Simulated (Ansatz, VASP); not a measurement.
**Bi2Se3 in VASP and in Ansatz**

Contents of INCAR:

```
SYSTEM = Bi2Se3
ALGO = Normal
EDIFF = 1E-7
ENCUT = 520
GGA = PE
ISIF = 2
ISMEAR = -1
LASPH = .True.
LCHARG = .True.
LELF = .True.
LREAL = .False.
LVHAR = .True.
LWAVE = .False.
NBANDS = 32
NELM = 80
PREC = Accurate
SIGMA = 0.03
```

Contents of KPOINTS:

```
k-points
0
Gamma
  6 6 6
  0 0 0
```

POSCAR

```
Bi2Se3
1.0
    2.0987589926      1.2117190693      9.6709408521
   -2.0987589926      1.2117190693      9.6709408521
    0.0000000000     -2.4234381387      9.6709408521
Bi Se
2 3
Direct
    0.4008000000      0.4008000000      0.4008000000
    0.5992000000      0.5992000000      0.5992000000
    0.0000000000      0.0000000000      0.0000000000
    0.2117000000      0.2117000000      0.2117000000
    0.7883000000      0.7883000000      0.7883000000
```

Input for Ansatz:

```yaml
crystal:
  lattice:
    - [2.0987589926, 1.2117190693, 9.6709408521]
    - [-2.0987589926, 1.2117190693, 9.6709408521]
    - [0.0, -2.4234381387, 9.6709408521]
  atoms:
    - { symbol: Bi, position: [0.4008, 0.4008, 0.4008] }
    - { symbol: Bi, position: [0.5992, 0.5992, 0.5992] }
    - { symbol: Se, position: [0.0, 0.0, 0.0] }
    - { symbol: Se, position: [0.2117, 0.2117, 0.2117] }
    - { symbol: Se, position: [0.7883, 0.7883, 0.7883] }
kpoints:
  mp_grid: { grid: [6, 6, 6] }
  band_path:
    path:
      - [0.0, 0.0, 0.0]
      - [0.5, 0.5, 0.5]
      - [0.8228674673, 0.1771325327, 0.5]
      - [0.5, -0.1771325327, 0.1771325327]
      - [0.5, 0.0, 0.0]
      - [0.0, 0.0, 0.0]
      - [0.3385662664, -0.3385662664, 0.0]
      - [0.6614337336, 0.0, 0.3385662664]
      - [0.5, 0.0, 0.5]
    npoints: 5
scf:
  occupations: { method: fermi_dirac, width: 0.03 }
hamiltonian:
  xc: pbe
  pseudopotentials: { kind: all_electron, lapw: { basis_error: 0.0005 } }
output:
  forces: true
  stress: true
  eigenvalues: true
```

Change from the starting cell: volume scaled by 1.04.

Alike in both runs: task single point; functional PBE; k mesh 6 × 6 × 6; occupations fermi-dirac, width 0.03 eV; no spin polarisation.

|  | VASP | Ansatz |
| --- | --- | --- |
| version | VASP 6.6.1 | Ansatz 0.2.0 |
| potentials or method | VASP PAW PBE potentials, release 64 (Bi_d, Se), cutoff 520 eV | all-electron LAPW, scalar-relativistic |

```csv
,VASP,Ansatz,Ansatz less VASP
pressure (GPa),0.1,0.1,-0.01
"traceless stress, the component that is largest in VASP (GPa)",0.06,0.06,-0.002
rms of the force components (eV/Å),0.047,0.049,+0.0016
```

Atom by atom the forces differ by 0.005 eV/Å (rms over components). Ansatz ran all-electron here, and VASP with PAW potentials.

Spin-orbit coupling is off throughout.
